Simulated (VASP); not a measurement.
Here is a VASP 6.6.1 calculation.

Contents of INCAR:

```
SYSTEM = Te
PREC = Accurate
ENCUT = 520
EDIFF = 1E-7
ISMEAR = 0
SIGMA = 0.1
LREAL = .FALSE.
LASPH = .TRUE.
NELM = 100
ALGO = Normal
ISIF = 2
LWAVE = .FALSE.
LCHARG = .FALSE.
GGA = PE
NBANDS = 9
```

File KPOINTS:

```
regular mesh
0
G
  16 16 18
  0 0 0
```

POSCAR

```
Te
1.0
    3.1814684444      0.0000000000      0.0000000000
    0.0000000000      3.1814684444      0.0000000000
    0.0000000000      0.0000000000      3.1415371184
Te
1
Direct
    0.5000000000      0.5000000000      0.5000000000
```

Potentials or basis: VASP PAW PBE potentials, release 64 (Te).

Run with:

```console
$ cat potpaw_PBE.64/Te/POTCAR > POTCAR
$ mpirun -np 1 vasp_std > vasp.out
```

Question: Predict the pressure.

Answer: 1.6 GPa.

Question: Estimate the band gap on the k mesh.

Answer: Zero (bands 3 and 4 overlap by 5.63 eV).

Stress tensor (GPa, compression positive):
```
1.58 0.00 0.00
0.00 1.58 0.00
0.00 0.00 1.66
```

Caveat: spin-orbit coupling is left out, which moves the levels of the heavy elements.
